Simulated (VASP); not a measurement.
Write the native input for VASP 6.6.1 that does the following.

- Task: single point
- Functional: PBE
- Potentials or basis: VASP PAW PBE potentials, release 64 (Mn_pv, Si, O)
- Cutoff: 520 eV
- k mesh: 8 × 8 × 8
- Occupations: gaussian, width 0.2 eV
- Spin: collinear spin, ferromagnetic start
- Starting moments: [4.0, 0.0, 0.0] μB
- Dipole correction: no
- Further INCAR settings: ALGO = Normal; EDIFF = 1e-06; NBANDS = 22

The structure of MnSiO lies in POSCAR:

```
MnSiO
1.0
   -1.9378401316      1.9582088413      2.6795450578
    1.9378401316     -1.9582088413      2.6795450578
    1.9378401316      1.9582088413     -2.6795450578
Mn Si O
1 1 1
Direct
    0.5000000000      0.0000000000      0.5000000000
    0.0000000000      0.5000000000      0.5000000000
    0.0000000000      0.0000000000      0.0000000000
```

The cell was generated, and may not be a known phase.

One way to write it, as run:

INCAR

```
PREC     = Accurate       # precision mode
ENCUT    = 520            # plane-wave cutoff, eV
EDIFF    = 1E-6           # SCF threshold, eV
ISMEAR   = 0              # smearing method
SIGMA    = 0.2            # smearing width, eV
LREAL    = False          # projectors in reciprocal space
LASPH    = True           # aspherical terms in the spheres
NELM     = 150            # most SCF steps
ALGO     = Normal         # electronic algorithm
ISIF     = 2              # what is computed and relaxed
LWAVE    = False          # write WAVECAR
LCHARG   = False          # write CHGCAR
ISPIN    = 2              # spin polarisation
MAGMOM   = 4 0 0          # initial moments
LORBIT   = 11             # projections on sites
LMAXMIX  = 4              # l up to which the mixer works
GGA      = PE             # functional
NBANDS   = 22             # bands
```

KPOINTS

```
regular mesh
0
Gamma
  8 8 8
```

Potentials or basis: VASP PAW PBE potentials, release 64 (Mn_pv, Si, O).

Launch:

```sh
$ cat potpaw_PBE.64/Mn_pv/POTCAR potpaw_PBE.64/Si/POTCAR potpaw_PBE.64/O/POTCAR > POTCAR
$ mpirun -np 1 vasp_std > vasp.out
```

It gave:

```json
{
  "Pressure": "0.2 GPa",
  "Net moment": "3.27 μB per cell",
  "Site moments": "Mn +3.41; Si -0.13; O +0.02 μB",
  "Valence electrons inside the program's atomic spheres": "Mn 11.52; Si 1.53; O 5.05"
}
```

Caveat: a cell with one magnetic atom can't hold antiferromagnetic order, which such compounds often take.

Wall time 2.7 min on 1 thread of Intel(R) Xeon(R) Platinum 8488C (Sapphire Rapids), on a shared host, peak memory 0.28 GiB.
